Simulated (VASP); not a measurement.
Set up this calculation in VASP 6.6.1, as the native input.

```
Task                   : single point
Functional             : r2SCAN
Potentials or basis    : VASP PAW PBE potentials, release 64 (Ti_sv, O)
Cutoff                 : 520 eV
k mesh                 : 8 × 8 × 8
Occupations            : gaussian, width 0.05 eV
Spin                   : no spin polarisation
Dipole correction      : no
Further INCAR settings : ALGO = Normal; EDIFF = 1e-07; NBANDS = 19
```

Crystal: TiO2.

```
Ti O
1.0
     1.49733    0.86448    6.98154
    -1.49733    0.86448    6.98154
     0.00000   -1.72897    6.98154
Ti O
1 2
Cartesian
  0.0000 0.0000 0.0000
  0.0000 0.0000 12.9955
  0.0000 0.0000 7.9492
```

One way to write it, as run:

POSCAR

```
TiO2
1.0
    1.4973310000      0.8644850000      6.9815440000
   -1.4973310000      0.8644850000      6.9815440000
    0.0000000000     -1.7289690000      6.9815440000
Ti O
1 2
Direct
    0.0000000000      0.0000000000      0.0000000000
    0.6204670000      0.6204670000      0.6204670000
    0.3795330000      0.3795330000      0.3795330000
```

INCAR.step1

```
  ALGO = Normal
  EDIFF = 1E-4
  ENCUT = 520
  GGA = PE
  ISMEAR = 0
  LASPH = T
  LCHARG = F
  LREAL = F
  LWAVE = T
  NBANDS = 19
  NELM = 100
  PREC = Accurate
  SIGMA = 0.05
```

INCAR.step2

```
  ALGO = Normal
  EDIFF = 1E-7
  ENCUT = 520
  ISIF = 2
  ISMEAR = 0
  ISTART = 1
  LASPH = T
  LCHARG = F
  LMIXTAU = T
  LREAL = F
  LWAVE = F
  METAGGA = R2SCAN
  NBANDS = 19
  NELM = 100
  PREC = Accurate
  SIGMA = 0.05
```

KPOINTS

```
k-points
0
Gamma
  8 8 8
```

Potentials or basis: VASP PAW PBE potentials, release 64 (Ti_sv, O).

Launch:

```bash
$ cat potpaw_PBE.64/Ti_sv/POTCAR potpaw_PBE.64/O/POTCAR > POTCAR
$ cp INCAR.step1 INCAR
$ mpirun -np 1 vasp_std > vasp.out
$ cp INCAR.step2 INCAR
$ mpirun -np 1 vasp_std > vasp.out
```

Results of the run:

```
Pressure               : -2.6 GPa
Largest force          : 0.356 eV/Å
Band gap on the k mesh : 3.10 eV (least direct gap 3.30 eV)
```

Caveat: the PAW data sets were made with another functional, which shifts forces and pressure a little.

It took 13 min on 1 thread of Intel(R) Xeon(R) 6975P-C (Granite Rapids), on a shared host, peak memory 0.45 GiB.
